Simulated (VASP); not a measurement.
Input of a VASP 6.6.1 run:

The input INCAR:

```
PREC = Accurate
ENCUT = 520
EDIFF = 1E-7
ISMEAR = -1
SIGMA = 0.1379
LREAL = Auto
LASPH = T
NELM = 100
ALGO = Normal
ISIF = 2
LWAVE = F
LCHARG = T
GGA = PE
LELF = T
LVHAR = T
NBANDS = 62
ISYM = 0
```

The input KPOINTS:

```
Automatic mesh
0
Gamma
  1 1 1
  0.25 0.25 0.25
```

Contents of POSCAR:

```
B13P10
1.0
    6.5660210000      0.0873340000     -0.1704000000
    0.0873340000      6.7396190000      0.1358200000
   -0.1704000000      0.1358200000      7.0462260000
P B
10 13
Direct
    0.6083209603      0.7102272707      0.2257229365
    0.8375982246     -0.0241636300      0.2554473333
   -0.0156184322      0.8898327660      0.6155146788
    0.6132917543      0.7250170971      0.8607405003
    0.6862453699      0.1569368341      0.6363346918
    0.2912475475      0.6272164485      0.5063487950
    0.2583203459     -0.0155829089      1.0255979950
    0.1112079174      0.7070945935      0.9630511768
    0.1940856110      0.2840765678      0.3525982432
    0.6543758925      0.2482232645      0.0764799438
    0.7299109891      0.3140707075      0.8314021930
    0.8029813484      0.6035930159      0.4620046275
    0.2094019415      0.5424251529      0.7790768997
    0.8539272262      0.7719398352      0.0740298893
    0.1945348134      0.2881380324      0.8395887138
    0.7450015948      0.5549483322      0.7209446857
    0.3473976794      0.1986384720      0.6058588651
    0.4261609723      0.3910650134      0.1645373537
    0.4887650084      0.9942827480      0.7654049238
    0.4273431874      0.5291206938      0.9162533399
    0.2265116469      0.0682737524      0.7614545210
    0.9870079867      0.4070831009      0.8704950897
    0.0060727787      0.5028073319      0.4274833804
```

Potentials or basis: VASP PAW PBE potentials, release 64 (P, B).

Launch:

```console
$ cat potpaw_PBE.64/P/POTCAR potpaw_PBE.64/B/POTCAR > POTCAR
$ mpirun -np 1 vasp_std > vasp.out
```

Question: Estimate the largest force.

Answer: 4.216 eV/Å.

Question: Predict the pressure.

Answer: -4.2 GPa.

Stress tensor (GPa, compression positive):
```
-9.00  1.14 -0.05
 1.14  1.11  6.36
-0.05  6.36 -4.59
```

Caveat: the k points lie up to 0.96 Å⁻¹ apart.
